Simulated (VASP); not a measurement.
# SiC (Moissanite 3C) (F-43m) in VASP: settings compared

The runs below take SiC (Moissanite 3C) through relaxation of cell and atoms, with PBE, BLYP.

Everything below comes from runs of VASP 6.6.1. Logs are shortened: lines on timing, memory, paths and dates and some standing lists are left out, and cuts for length are marked.

## Step 1: The cell of the first run

The structure is cubic, space group F-43m (No. 216). Conventional cell: a = 4.358 Å, b = 4.358 Å, c = 4.358 Å, α = 90.00°, β = 90.00°, γ = 90.00°. Within 2.5 Å of Si (site symmetry -43m) lie 4 C at 1.89 Å. C (site symmetry -43m) has 4 Si at 1.89 Å within 2.5 Å.

## Step 2: Relaxation of cell and atoms, PBE

INCAR reads:

```
SYSTEM = SiC
  PREC = Accurate
  ENCUT = 600
  EDIFF = 1E-7
  ISMEAR = -1
  SIGMA = 0.05
  LREAL = .FALSE.
  LASPH = .TRUE.
  NELM = 120
  ALGO = Normal
  ISIF = 3
  LWAVE = .FALSE.
  LCHARG = .FALSE.
  GGA = PE
  IBRION = 2
  NSW = 80
  EDIFFG = -0.005
  GGA_COMPAT = .FALSE.
  NELMIN = 4
```

KPOINTS reads:

```
regular mesh
0
G
  10 10 10
  0 0 0
```

POSCAR reads:

```
SiC
1.0
    0.0000000000      2.1790000000      2.1790000000
    2.1790000000      0.0000000000      2.1790000000
    2.1790000000      2.1790000000      0.0000000000
Si C
1 1
Direct
    0.0000000000      0.0000000000      0.0000000000
    0.7500000000      0.7500000000      0.7500000000
```

Potentials or basis: VASP PAW PBE potentials, release 64 (Si, C).

Started as:

```console
$ cat potpaw_PBE.64/Si/POTCAR potpaw_PBE.64/C/POTCAR > POTCAR
$ mpirun -np 1 vasp_std > vasp.out
```

OUTCAR:

```text
SYSTEM = SiC
   PREC = Accurate
   ENCUT = 600
   EDIFF = 1E-7
   ISMEAR = -1
   LREAL = .FALSE.
   LASPH = .TRUE.
   NELM = 120
   ISIF = 3
   GGA = PE
   IBRION = 2
   NSW = 80
   EDIFFG = -0.005
   NELMIN = 4

 ion  position               nearest neighbor table
   1  0.000  0.000  0.000-   2 1.89   2 1.89   2 1.89   2 1.89
   2  0.750  0.750  0.750-   1 1.89   1 1.89   1 1.89   1 1.89

  LATTYP: Found a face centered cubic cell.
 ALAT       =     4.3580000000

  Lattice vectors:

 A1 = (   0.0000000000,   2.1790000000,   2.1790000000)
 A2 = (   2.1790000000,   0.0000000000,   2.1790000000)
 A3 = (   2.1790000000,   2.1790000000,   0.0000000000)

Analysis of symmetry for initial positions (statically):
=====================================================================
 Subroutine PRICEL returns:
 Original cell was already a primitive cell.

 Routine SETGRP: Setting up the symmetry group for a
 face centered cubic supercell.

 Subroutine GETGRP returns: Found 24 space group operations
 (whereof 24 operations were pure point group operations)
 out of a pool of 48 trial point group operations.

The static configuration has the point symmetry T_d .

Analysis of symmetry for dynamics (positions and initial velocities):
=====================================================================
 Subroutine PRICEL returns:
 Original cell was already a primitive cell.

 Routine SETGRP: Setting up the symmetry group for a
 face centered cubic supercell.

 Subroutine GETGRP returns: Found 24 space group operations
 (whereof 24 operations were pure point group operations)
 out of a pool of 48 trial point group operations.

The dynamic configuration has the point symmetry T_d .

 Subroutine INISYM returns: Found 24 space group operations
 (whereof 24 operations are pure point group operations),
 and found     1 'primitive' translations

----------------------------------------------------------------------------------------

                                     Primitive cell

  volume of cell :      20.6920

  direct lattice vectors                    reciprocal lattice vectors
     0.000000000  2.179000000  2.179000000    -0.229463056  0.229463056  0.229463056
     2.179000000  0.000000000  2.179000000     0.229463056 -0.229463056  0.229463056
     2.179000000  2.179000000  0.000000000     0.229463056  0.229463056 -0.229463056

  length of vectors
     3.081571352  3.081571352  3.081571352     0.397441672  0.397441672  0.397441672

  position of ions in fractional coordinates (direct lattice)
     0.000000000  0.000000000  0.000000000
     0.750000000  0.750000000  0.750000000

  ion indices of the primitive-cell ions
   primitive index   ion index
                 1           1
                 2           2

----------------------------------------------------------------------------------------

 KPOINTS: regular mesh

Automatic generation of k-mesh.
 Grid dimensions read from file:
 generate k-points for:   10   10   10

 Generating k-lattice:

  Cartesian coordinates                     Fractional coordinates (reciprocal lattice)
    -0.022946306  0.022946306  0.022946306     0.100000000  0.000000000  0.000000000
     0.022946306 -0.022946306  0.022946306     0.000000000  0.100000000  0.000000000
     0.022946306  0.022946306 -0.022946306     0.000000000  0.000000000  0.100000000

  Length of vectors
     0.039744167  0.039744167  0.039744167

  Shift w.r.t. Gamma in fractional coordinates (k-lattice)
     0.000000000  0.000000000  0.000000000

 Subroutine IBZKPT returns following result:
 ===========================================

 Found     47 irreducible k-points:

 Following reciprocal coordinates:
            Coordinates               Weight
  0.000000  0.000000  0.000000      1.000000
  0.100000  0.000000  0.000000      8.000000
  0.200000  0.000000  0.000000      8.000000
  0.300000  0.000000  0.000000      8.000000
  0.400000  0.000000  0.000000      8.000000
  0.500000  0.000000  0.000000      4.000000
[... 16 lines left out ...]
  0.300000  0.300000  0.000000      6.000000
  0.400000  0.300000  0.000000     24.000000
 [... further k-points ...]
   k-points           NKPTS =     47   k-points in BZ     NKDIM =     47   number of bands    NBANDS=      8
   number of dos      NEDOS =    301   number of ions     NIONS =      2
   total plane-waves  NPLWV =  21952
   dimension x,y,z NGX =    28 NGY =   28 NGZ =   28
   dimension x,y,z NGXF=    56 NGYF=   56 NGZF=   56
   ions per type =               1   1
   NGX,Y,Z   is equivalent  to a cutoff of  15.11, 15.11, 15.11 a.u.
   NGXF,Y,Z  is equivalent  to a cutoff of  30.21, 30.21, 30.21 a.u.
 SYSTEM =  SiC
   PREC   = accura    normal or accurate (medium, high low for compatibility)
   ISTART =      0    job   : 0-new  1-cont  2-samecut
   ICHARG =      2    charge: 1-file 2-atom 10-const
   ISPIN  =      1    spin polarized calculation?
   LNONCOLLINEAR =      F non collinear calculations
   LSORBIT =      F    spin-orbit coupling
   LASPH  =      T    aspherical Exc in radial PAW
   ENCUT  =  600.0 eV  44.10 Ry    6.64 a.u.   6.15  6.15  6.15*2*pi/ulx,y,z
   NELM   =    120;   NELMIN=  4; NELMDL= -5     # of ELM steps
   EDIFF  = 0.1E-06   stopping-criterion for ELM
   LREAL  =      F    real-space projection
   EDIFFG = -.5E-02   stopping-criterion for IOM
   NSW    =     80    number of steps for IOM
   IBRION =      2    ionic relax: 0-MD 1-quasi-New 2-CG
   NFREE  =      1    steps in history (QN), initial steepest desc. (CG)
   ISIF   =      3    stress and relaxation
   ISYM   =      2    0-nonsym 1-usesym 2-fastsym
   POTIM  = 0.5000    time-step for ionic-motion
   TEBEG  =    0.0;   TEEND  =   0.0 temperature during run
   PSTRESS=    0.0 pullay stress
   NELECT =       8.0000    total number of electrons
   NUPDOWN=      -1.0000    fix difference up-down
   EMIN   =  10.00;   EMAX   =-10.00  energy-range for DOS
   EFERMI =   0.00;   METHOD = LEGACY
   ISMEAR =    -1;   SIGMA  =   0.05  broadening in eV -4-tet -1-fermi 0-gaus
   EFERMI_NEDOS =   21; number of points for ismear=-14 and -15
   IALGO  =     38    algorithm
   IMIX   =      4    mixing-type and parameters
     AMIX     =   0.40;   BMIX     =  1.00
     AMIX_MAG =   1.60;   BMIX_MAG =  1.00
  volume/ion in A,a.u.               =      10.35        69.82
  Fermi-wavevector in a.u.,A,eV,Ry     =   1.192626  2.253736 19.352338  1.422357
  Thomas-Fermi vector in A             =   2.328660
   LORBIT       =      0    0 simple, 1 ext, 2 COOP (PROOUT), +10 PAW based schemes
   GGA     = PE    functional components
   LHFCALC =     F    Hartree Fock is set to
   AEXX    =    0.0000 exact exchange contribution
   IVDW    =     0    specifies the selected vdW correction
   LEPSILON=     F    determine dielectric tensor
   LRPA    =     F    only Hartree local field effects (RPA)
 conjugate gradient relaxation of ions
 non-spin polarized calculation
  energy-cutoff  :      600.00
  volume of cell :       20.69
 maximum number of plane-waves:       701
 NGX is ok and might be reduce to    28
   NGX = 13   NGY = 13   NGZ = 13

--------------------------------------- Ionic step        1  -------------------------------------------

 number of electron       8.0000000 magnetization

 Free energy of the ion-electron system (eV)
  ---------------------------------------------------
  ext. energy  EPLUGINS =         0.00000000
  ---------------------------------------------------
  free energy    TOTEN  =       -15.05911973 eV

  energy without entropy =      -15.05911971  energy(sigma->0) =      -15.05911972

------------------------ aborting loop because EDIFF is reached ----------------------------------------

  FORCE on cell =-STRESS in cart. coord.  units (eV):
  Direction    XX          YY          ZZ          XY          YZ          ZX
  --------------------------------------------------------------------------------------
  -------------------------------------------------------------------------------------
  Total        0.3967973      0.3967973      0.3967973     -0.0000000     -0.0000000     -0.0000000
  in kB       30.7239864     30.7239864     30.7239864     -0.0000000     -0.0000000     -0.0000000
  external PRESSURE =      30.7239864 kB  Pullay stress =       0.0000000 kB

 VOLUME and BASIS-vectors are now :
 -----------------------------------------------------------------------------
  energy-cutoff  :      600.00
  volume of cell :       20.69
      direct lattice vectors                 reciprocal lattice vectors
     0.000000000  2.179000000  2.179000000    -0.229463056  0.229463056  0.229463056
     2.179000000  0.000000000  2.179000000     0.229463056 -0.229463056  0.229463056
     2.179000000  2.179000000  0.000000000     0.229463056  0.229463056 -0.229463056
[... 37 lines left out ...]
 POSITION                                       TOTAL-FORCE (eV/Angst)
 -----------------------------------------------------------------------------------
      2.19986      2.19986      0.00000        -0.000000     -0.000000     -0.000000
      3.29978      3.29978      3.29978         0.000000      0.000000      0.000000
 -----------------------------------------------------------------------------------
    total drift:                                0.000000      0.000000      0.000000

  FREE ENERGIE OF THE ION-ELECTRON SYSTEM (eV)
  ---------------------------------------------------
  free  energy   TOTEN  =       -15.0589914268 eV

  energy  without entropy=      -15.0589914136  energy(sigma->0) =      -15.05899142

--------------------------------------- Ionic step        3  -------------------------------------------

 number of electron       8.0000000 magnetization

 Free energy of the ion-electron system (eV)
  ---------------------------------------------------
  ext. energy  EPLUGINS =         0.00000000
  ---------------------------------------------------
  free energy    TOTEN  =       -15.06188991 eV

  energy without entropy =      -15.06188990  energy(sigma->0) =      -15.06188990

 E-fermi :   8.6532     XC(G=0): -11.2947

 val. band max:        7.9491336152   @ k =   0.0000   0.0000   0.0000
 cond. band min:       9.3194155803   @ k =   0.5000   0.5000   0.0000
 fundamental gap:      1.3702819651
 Fermi energy:         8.6532412939

 k-point     1 :       0.0000    0.0000    0.0000
  band No.  band energies     occupation
      1      -7.3439      2.00000
      2       7.9491      2.00000
      3       7.9491      2.00000
      4       7.9491      2.00000
      5      14.0178      0.00000
      6      15.1599      0.00000
      7      15.1599      0.00000
      8      15.1599      0.00000

 k-point     2 :       0.1000    0.0000    0.0000
  band No.  band energies     occupation
      1      -7.1508      2.00000
      2       6.9424      2.00000
      3       7.8158      2.00000
      4       7.8158      2.00000
      5      14.2995      0.00000
      6      15.4011      0.00000
      7      15.4011      0.00000
      8      15.4158      0.00000
[... 221 lines left out ...]
 k-point    23 :       0.3000    0.3000    0.0000
  band No.  band energies     occupation
      1      -5.0978      2.00000
      2       3.5950      2.00000
      3       5.6070      2.00000
      4       5.6070      2.00000
      5      11.0951      0.00000
      6      13.5086      0.00000
      7      19.3457      0.00000
      8      19.3457      0.00000

 k-point    24 :       0.4000    0.3000    0.0000
  band No.  band energies     occupation
      1      -4.2402      2.00000
      2       2.3849      2.00000
      3       4.8263      2.00000
      4       5.3468      2.00000
      5      10.8086      0.00000
      6      13.5158      0.00000
      7      19.4205      0.00000
      8      19.7481      0.00000

 [... further k-points ...]
[... 5 lines left out ...]
  --------------------------------------------------------------------------------------
  -------------------------------------------------------------------------------------
  Total        0.0003263      0.0003263      0.0003263     -0.0000000      0.0000000     -0.0000000
  in kB        0.0249091      0.0249091      0.0249091     -0.0000000      0.0000000     -0.0000000
  external PRESSURE =       0.0249091 kB  Pullay stress =       0.0000000 kB

 VOLUME and BASIS-vectors are now :
 -----------------------------------------------------------------------------
  energy-cutoff  :      600.00
  volume of cell :       20.99
      direct lattice vectors                 reciprocal lattice vectors
    -0.000000000  2.189250751  2.189250751    -0.228388639  0.228388639  0.228388639
     2.189250751  0.000000000  2.189250751     0.228388639 -0.228388639  0.228388639
     2.189250751  2.189250751  0.000000000     0.228388639  0.228388639 -0.228388639

 POSITION                                       TOTAL-FORCE (eV/Angst)
 -----------------------------------------------------------------------------------
      0.00000      0.00000      0.00000         0.000000      0.000000      0.000000
      3.28388      3.28388      3.28388        -0.000000     -0.000000     -0.000000
 -----------------------------------------------------------------------------------
    total drift:                                0.000000      0.000000      0.000000

  FREE ENERGIE OF THE ION-ELECTRON SYSTEM (eV)
  ---------------------------------------------------
  free  energy   TOTEN  =       -15.0618899108 eV

  energy  without entropy=      -15.0618898958  energy(sigma->0) =      -15.06188990

 reached required accuracy - stopping structural energy minimisation
```

It took 29 s on 1 thread of Intel Xeon 6975P-C, shared host; peak memory 0.16 GiB.

What came out:

```yaml
Free_energy: -15.0619 eV
Relaxed_volume: 10.49 Å³/atom
Relaxed_cell: a = 3.096 Å, b = 3.096 Å, c = 3.096 Å, α = 60.00°, β = 60.00°, γ = 60.00°
Space_group_after_relaxing_to_0.05_Å: F-43m (No. 216)
Energy_gained_by_relaxing: 1.4 meV/atom
Ionic_steps: 3
Pressure_after_relaxing: 0.0 GPa
Band_gap_on_the_k_mesh: 1.37 eV, indirect (least direct gap 4.53 eV)
```

Step by step:
| step | energy change (eV) | largest force (eV/Å) | pressure (GPa) | volume (Å³) |
| --- | --- | --- | --- | --- |
| 1 | 0.0000 | 0.0000 | 3.07 | 20.69 |
| 2 | 0.0001 | 0.0000 | -2.98 | 21.29 |
| 3 | -0.0028 | 0.0000 | 0.00 | 20.99 |

Final structure:
```
Si C
1.0
     0.00000    2.18925    2.18925
     2.18925    0.00000    2.18925
     2.18925    2.18925    0.00000
Si C
1 1
Direct
  0.00000 0.00000 0.00000
  0.75000 0.75000 0.75000
```

A k mesh can miss the band edges. Zero-point motion and thermal expansion aren't in these numbers.

## Step 3: Relaxation of cell and atoms, BLYP

INCAR reads:

```
SYSTEM = SiC
AGGAC    = 1.0          
AGGAX    = 1.0          
ALDAC    = 0.0          
ALDAX    = 1.0          
ALGO     = Normal         ! electronic algorithm
EDIFF    = 1E-7           ! SCF threshold, eV
EDIFFG   = -0.02          ! ionic threshold
ENCUT    = 600            ! plane-wave cutoff, eV
GGA      = B5             ! functional
GGA_COMPAT= .False.      
IBRION   = 2              ! ionic algorithm
ISIF     = 3              ! what is computed and relaxed
ISMEAR   = -1             ! smearing method
LASPH    = .True.         ! aspherical terms in the spheres
LCHARG   = .False.        ! write CHGCAR
LREAL    = .False.        ! projectors in reciprocal space
LWAVE    = .False.        ! write WAVECAR
NELM     = 120            ! most SCF steps
NELMIN   = 4            
NSW      = 80             ! ionic steps
PREC     = Accurate       ! precision mode
SIGMA    = 0.05           ! smearing width, eV
```

KPOINTS reads:

```
k-points
0
Gamma
  10 10 10
  0 0 0
```

POSCAR is that of step 2.

Potentials or basis: VASP PAW PBE potentials, release 64 (Si, C).

Started as:

```console
$ cat potpaw_PBE.64/Si/POTCAR potpaw_PBE.64/C/POTCAR > POTCAR
$ mpirun -np 1 vasp_std > vasp.out
```

It took 48 s on 1 thread of Intel Xeon 6975P-C, shared host; peak memory 0.15 GiB.

Results (log left out):

* Free energy: -13.6679 eV
* Relaxed volume: 10.76 Å³/atom
* Relaxed cell: a = 3.122 Å, b = 3.122 Å, c = 3.122 Å, α = 60.00°, β = 60.00°, γ = 60.00°
* Space group after relaxing (to 0.05 Å): F-43m (No. 216)
* Energy gained by relaxing: 10.3 meV/atom
* Ionic steps: 3
* Pressure after relaxing: 0.0 GPa
* Band gap on the k mesh: 1.73 eV, indirect (least direct gap 4.79 eV)

The path:
| step | energy change (eV) | largest force (eV/Å) | pressure (GPa) | volume (Å³) |
| --- | --- | --- | --- | --- |
| 1 | 0.0000 | 0.0000 | 8.28 | 20.69 |
| 2 | -0.0027 | 0.0000 | -6.79 | 22.34 |
| 3 | -0.0206 | 0.0000 | -0.04 | 21.52 |

Final structure:
```
Si C
1.0
     0.00000    2.20773    2.20773
     2.20773    0.00000    2.20773
     2.20773    2.20773    0.00000
Si C
1 1
Direct
  0.00000 0.00000 0.00000
  0.75000 0.75000 0.75000
```

Levels at points of the mesh, in eV from the valence-band top:
```csv
k point,band 2,band 3,band 4,band 5,band 6,band 7
"(0.00, 0.00, 0.00)",0.00,0.00,0.00,5.94,7.12,7.12
"(0.50, 0.00, 0.00)",-8.17,-1.04,-1.04,5.20,7.24,7.24
"(0.50, 0.50, 0.00)",-7.60,-3.06,-3.06,1.73,4.40,13.62
```

Caveat: the PAW data sets were made with another functional, which shifts forces and pressure a little. A k mesh can miss the band edges.
